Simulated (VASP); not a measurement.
Write the native input for VASP 6.6.1 that does the following.

| Item | Value |
| --- | --- |
| Task | single point |
| Functional | PBE |
| Potentials or basis | VASP PAW PBE potentials, release 64 (Sc_sv, Al) |
| Cutoff | 520 eV |
| k mesh | 7 × 7 × 7 |
| Occupations | gaussian, width 0.02 eV |
| Spin | no spin polarisation |
| Dipole correction | no |
| Further INCAR settings | ALGO = Normal; EDIFF = 1e-06; NBANDS = 18 |

The structure of ScAl3 lies in POSCAR:

```
ScAl3
1.0
    4.0878065700      0.0000000000      0.0000000000
    0.0000000000      4.0878065700      0.0000000000
    0.0000000000      0.0000000000      4.0878065700
Sc Al
1 3
Direct
    0.0000000000      0.0000000000      0.0000000000
    0.5000000000      0.5000000000      0.0000000000
    0.0000000000      0.5000000000      0.5000000000
    0.5000000000      0.0000000000      0.5000000000
```

One way to write it, as run:

INCAR

```
PREC = Accurate
ENCUT = 520
EDIFF = 1E-6
ISMEAR = 0
SIGMA = 0.02
LREAL = False
LASPH = True
NELM = 100
ALGO = Normal
ISIF = 2
LWAVE = False
LCHARG = False
GGA = PE
NBANDS = 18
```

KPOINTS

```
Automatic mesh
0
Gamma
  7 7 7
```

Potentials or basis: VASP PAW PBE potentials, release 64 (Sc_sv, Al).

Command:

```sh
$ cat potpaw_PBE.64/Sc_sv/POTCAR potpaw_PBE.64/Al/POTCAR > POTCAR
$ mpirun -np 1 vasp_std > vasp.out
```

It gave:

- Pressure: 1.1 GPa
- Band gap on the k mesh: zero (band 10 reaches 8.28 eV, above the bottom of band 11 at 4.60 eV)

Wall time 21 s on 1 thread of AMD EPYC 7R13 Processor (Zen 3) (shared host), peak memory 0.14 GiB.
